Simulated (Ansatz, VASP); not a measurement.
**Pt: VASP beside Ansatz**

Contents of POSCAR:

```
Pt
1.0
    0.0000000000      1.9609000000      1.9609000000
    1.9609000000      0.0000000000      1.9609000000
    1.9609000000      1.9609000000      0.0000000000
Pt
1
Direct
    0.0000000000      0.0000000000      0.0000000000
```

INCAR.step1

```
PREC = Accurate ; ENCUT = 400
EDIFF = 1E-5 ; ISMEAR = 1
SIGMA = 0.15 ; LREAL = False
LASPH = True ; NELM = 120
ALGO = Normal ; ISIF = 2
LWAVE = True ; GGA = PE
NBANDS = 11 ; GGA_COMPAT = False
```

INCAR.step2

```
PREC = Accurate ; ENCUT = 400
EDIFF = 1E-6 ; ISMEAR = 1
SIGMA = 0.15 ; LREAL = False
LASPH = True ; NELM = 120
ALGO = Normal ; ISIF = 2
LWAVE = False ; LCHARG = True
GGA = PE ; LHFCALC = True
AEXX = 0.25 ; PRECFOCK = Normal
LELF = True ; LVHAR = True
ISTART = 1 ; NBANDS = 11
GGA_COMPAT = False
```

File KPOINTS:

```
Automatic mesh
0
Gamma
  7 7 7
```

The input input.yaml:

```yaml
crystal:
  lattice: { a: 3.9218, b: 3.9218, c: 3.9218, alpha: 90.0, beta: 90.0, gamma: 90.0 }
  space_group: 225
  reduce_to_primitive: true
  atoms:
    - { symbol: Pt, wyckoff: "4a", position: [0.0, 0.0, 0.0] }
hamiltonian:
  xc: pbe0
  pseudopotentials: { kind: paw, source: ansatz }
kpoints:
  mp_grid: { grid: [7, 7, 7] }
scf:
  occupations: { method: methfessel_paxton, width: 0.15 }
output:
  forces: true
  stress: true
  eigenvalues: true
  bader: true
  populations: intrinsic
  write_density: true
  write_potential: true
  elf: true
  volumetric_format: npy
```

Alike in both runs: functional PBE0; k mesh 7 × 7 × 7; occupations methfessel-paxton of order 1, width 0.15 eV; no spin polarisation.

```csv
,VASP,Ansatz
version,VASP 6.6.1,Ansatz 0.2.0
potentials or method,"VASP PAW PBE potentials, release 64 (Pt)",Ansatz PAW earlier set
plane-wave cutoff (eV),400,570
valence electrons in the cell,10,18
task,single point,atomic charges
```

```csv
,VASP,Ansatz,Ansatz less VASP
gap on the k mesh at the Fermi level (eV),none,none,-
pressure (GPa),2.7,2.5,-0.19
```

A gap of «none» marks a metal or a gap that the smearing closes. The functional is the same, so the differences come from potentials, cutoffs and numerics. VASP's potentials hold 10 valence electrons a cell and Ansatz's 18, so a difference there can come from the potentials and not from the codes.

The k mesh is coarse, so the values compare programs but aren't converged. Neither program's run includes spin-orbit coupling.
